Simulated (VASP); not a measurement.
A run of VASP 6.6.1:

INCAR

```
PREC     = Accurate       # precision mode
ENCUT    = 600            # plane-wave cutoff, eV
EDIFF    = 1E-6           # SCF threshold, eV
ISMEAR   = 0              # smearing method
SIGMA    = 0.1            # smearing width, eV
LREAL    = F              # projectors in reciprocal space
LASPH    = T              # aspherical terms in the spheres
NELM     = 80             # most SCF steps
ALGO     = Fast           # electronic algorithm
ISIF     = 3              # what is computed and relaxed
LWAVE    = F              # write WAVECAR
LCHARG   = F              # write CHGCAR
GGA      = PE             # functional
IBRION   = 2              # ionic algorithm
NSW      = 100            # ionic steps
EDIFFG   = -0.01          # ionic threshold
```

The input KPOINTS:

```
regular mesh
0
Gamma
  8 8 8
```

File POSCAR:

```
TiCd3Pd
1.0
    5.0300927564      0.0000000000      0.0000000000
    0.0000000000      5.0300927564      0.0000000000
    0.0000000000      0.0000000000      5.0300927564
Ti Cd Pd
1 3 1
Direct
    0.0000000000      0.0000000000      0.0000000000
    0.0000000000      0.5000000000      0.5000000000
    0.5000000000      0.0000000000      0.5000000000
    0.5000000000      0.5000000000      0.0000000000
    0.5000000000      0.5000000000      0.5000000000
```

Potentials or basis: VASP PAW PBE potentials, release 64 (Ti_sv, Cd, Pd).

Command:

```bash
$ cat potpaw_PBE.64/Ti_sv/POTCAR potpaw_PBE.64/Cd/POTCAR potpaw_PBE.64/Pd/POTCAR > POTCAR
$ mpirun -np 1 vasp_std > vasp.out
```

Hardware: 1 thread of Intel Xeon 8259CL, on a shared host.

How long does it take, and how much memory?

It took 34 min on 1 thread of Intel Xeon 8259CL, on a shared host, peak memory 0.39 GiB. Counts: scf iterations 89, k points 35, ion steps 3.
